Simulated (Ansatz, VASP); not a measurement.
## One calculation of SnTe, two programs

```
Te Sn
1.0
     0.00000    3.15085    3.15085
     3.15085    0.00000    3.15085
     3.15085    3.15085    0.00000
Te Sn
1 1
Direct
  0.50000 0.50000 0.50000
  0.00000 0.00000 0.00000
```

Alike in both runs: task relaxation of cell and atoms; functional RPBE; k mesh 7 × 7 × 7; occupations fermi-dirac, width 0.05 eV; no spin polarisation.

```csv
,VASP,Ansatz
version,VASP 6.6.1,Ansatz 0.2.0
potentials or method,"VASP PAW PBE potentials, release 64 (Te, Sn_d), cutoff 600 eV","all-electron LAPW, scalar-relativistic"
```

```csv
,VASP,Ansatz,Ansatz less VASP
relaxed volume (Å³/atom),34.01,34.04,+0.034
relaxed cell length with the largest relative difference (Å),4.582,4.583,+0.0015
```

VASP's potentials were made for PBE, not for RPBE. Ansatz ran all-electron here, and VASP with PAW potentials.

Spin-orbit coupling is off throughout.
